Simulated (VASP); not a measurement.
SnO: single point with PBEsol

The system is SnO.

```
Sn O
1.0
     3.35500    0.00000    0.00000
     0.00000    5.67410    0.00000
     0.00000    0.00000    4.22197
Sn O
2 2
Direct
  0.00000 0.23191 0.51314
  0.50000 0.76809 0.01314
  0.00000 0.89125 0.73686
  0.50000 0.10875 0.23686
```

```
Program                : VASP 6.6.1
Task                   : single point
Functional             : PBEsol
Potentials or basis    : VASP PAW PBE potentials, release 64 (Sn_d, O)
Cutoff                 : 520 eV
k mesh                 : 2 × 2 × 2
Occupations            : gaussian, width 0.01 eV
Spin                   : no spin polarisation
Dipole correction      : no
Further INCAR settings : ALGO = Normal; EDIFF = 1e-07; NBANDS = 28
```

| Property | Result |
| --- | --- |
| Pressure | -2.5 GPa |
| Largest force | 0.208 eV/Å |
| Band gap on the k mesh | 1.84 eV, indirect (least direct gap 2.61 eV) |

Forces on the atoms (eV/Å):
```
Sn   0.000 -0.165  0.043
Sn   0.000  0.165  0.043
O    0.000  0.204 -0.043
O    0.000 -0.204 -0.043
```

Stress tensor (GPa, compression positive):
```
 1.68  0.00  0.00
 0.00 -4.10  0.00
 0.00  0.00 -4.98
```

Levels at points of the mesh, in eV from the valence-band top:
```tsv
k point	band 16	band 17	band 18	band 19	band 20	band 21	band 22	band 23	band 24	band 25
(0.00, 0.00, 0.00)	-3.82	-3.51	-2.62	-2.08	0.00	2.61	3.11	5.82	5.86	7.99
(0.50, 0.00, 0.00)	-4.50	-2.59	-2.59	-1.23	-1.23	2.52	2.52	5.50	5.50	6.52
(0.00, 0.50, 0.00)	-4.07	-3.78	-2.64	-1.62	-1.37	3.27	3.87	4.81	4.96	6.86
(0.50, 0.50, 0.00)	-4.35	-2.66	-2.66	-0.89	-0.89	1.84	1.84	6.24	6.24	7.08
(0.00, 0.00, 0.50)	-3.43	-3.18	-3.18	-1.68	-1.68	2.61	2.61	5.16	5.16	7.91
(0.50, 0.00, 0.50)	-4.09	-3.17	-3.17	-1.06	-1.06	2.07	2.07	4.55	4.55	6.82
(0.00, 0.50, 0.50)	-3.18	-2.93	-2.93	-1.52	-1.52	1.87	1.87	5.91	5.91	7.80
(0.50, 0.50, 0.50)	-4.23	-3.44	-3.44	-0.41	-0.41	2.38	2.38	4.11	4.11	6.06
```

Wall time 18 s on 1 thread of Intel(R) Xeon(R) Platinum 8259CL CPU @ 2.50GHz (Skylake/Cascade Lake) (shared host), peak memory 0.18 GiB.

Caveat: the k points lie up to 0.94 Å⁻¹ apart; the PAW data sets were made with another functional, which shifts forces and pressure a little; spin-orbit coupling is left out, which moves the levels of the heavy elements. PBEsol gaps usually lie below the measured ones, often by a third to a half.
